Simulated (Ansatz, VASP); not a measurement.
Two plane-wave programs on MgO2

INCAR

```
PREC = Accurate
ENCUT = 840
EDIFF = 1E-6
ISMEAR = 0
SIGMA = 0.05
LREAL = F
LASPH = T
NELM = 120
ALGO = Normal
ISIF = 2
LWAVE = F
LCHARG = T
GGA = PS
LELF = T
LVHAR = T
NBANDS = 18
GGA_COMPAT = F
```

Contents of KPOINTS:

```
regular mesh
0
Gamma
  12 12 12
```

POSCAR

```
MgO2
1.0
    1.4763801347      0.8523884682      3.2144605649
   -1.4763801347      0.8523884682      3.2144605649
    0.0000000000     -1.7047769364      3.2144605649
Mg O
1 2
Direct
    0.0000000000      0.0000000000      0.0000000000
    0.4287860000      0.4287860000      0.4287860000
    0.5712140000      0.5712140000      0.5712140000
```

Input for Ansatz:

```yaml
crystal:
  lattice:
    - [1.4763801347, 0.8523884682, 3.2144605649]
    - [-1.4763801347, 0.8523884682, 3.2144605649]
    - [0.0, -1.7047769364, 3.2144605649]
  atoms:
    - { symbol: Mg, position: [0.0, 0.0, 0.0] }
    - { symbol: O, position: [0.428786, 0.428786, 0.428786] }
    - { symbol: O, position: [0.571214, 0.571214, 0.571214] }
basis:
  ecutwfc: 420
kpoints:
  mp_grid: { grid: [12, 12, 12] }
hamiltonian:
  xc: pbesol
scf:
  occupations: { method: gaussian, width: 0.05 }
output:
  forces: true
  stress: true
  eigenvalues: true
```

Change from the starting cell: strain -0.080 along x and y, -0.080 along z, atoms carried along.

Alike in both runs: task single point; functional PBEsol; k mesh 12 × 12 × 12; occupations gaussian, width 0.05 eV; no spin polarisation.

```csv
,VASP,Ansatz
version,VASP 6.6.1,Ansatz 0.2.0
potentials or method,"VASP PAW PBE potentials, release 64 (Mg_sv, O), cutoff 840 eV","scalar-relativistic, plane waves, PAW"
valence electrons in the cell,22,22
```

```csv
,VASP,Ansatz,Ansatz less VASP
gap on the k mesh at the Fermi level (eV),3.88,3.91,+0.033
least direct gap on the mesh (eV),3.94,3.99,+0.045
pressure (GPa),47.7,46.6,-1.08
"traceless stress, the component that is largest in VASP (GPa)",20.19,18.70,-1.492
rms of the force components (eV/Å),0.682,0.582,-0.1004
```

VASP's potentials were made for PBE, not for PBEsol. Atom by atom the forces differ by 0.100 eV/Å (rms over components). Both programs put the cell under a high pressure, so it lies far from rest at this level. With one functional, cell and mesh, what is left measures potentials, basis and numerics.
